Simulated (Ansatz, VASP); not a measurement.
# Te in VASP and in Ansatz

```
Te
1.0
     2.51709    0.00000    0.00000
    -1.25854    2.17986    0.00000
     0.00000    0.00000   24.73194
Te
4
Direct
  0.00000 0.00000 0.57047
  0.00000 0.00000 0.42953
  0.33333 0.66667 0.42952
  0.66667 0.33333 0.57048
```

Alike in both runs: task relaxation of cell and atoms; functional PBE; k mesh 6 × 6 × 1; occupations gaussian, width 0.1 eV; no spin polarisation.

```csv
,VASP,Ansatz
version,VASP 6.6.1,Ansatz 0.2.0
potentials or method,"VASP PAW PBE potentials, release 64 (Te), cutoff 600 eV","scalar-relativistic, plane waves, PAW"
valence electrons in the cell,24,64
```

|  | VASP | Ansatz | Ansatz less VASP |
| --- | --- | --- | --- |
| gap on the k mesh at the Fermi level, each at its own relaxed structure (eV) | none | none | - |
| relaxed volume (Å³/atom) | 129.15 | 56.76 | -72.393 |
| relaxed cell length with the largest relative difference (Å) | 4.936 | 3.304 | -1.6321 |

A gap of «none» marks a metal or a gap that the smearing closes. One of these differences is far larger than is usual between the two programs; its cause wasn't traced. VASP's potentials hold 24 valence electrons a cell and Ansatz's 64, so a difference there can come from the potentials and not from the codes.

The k mesh is coarse, so the values compare programs but aren't converged. Spin-orbit coupling is off throughout. Noted on VASP's run: the volume moved by over 15 % at a fixed basis, so the end points are rough.
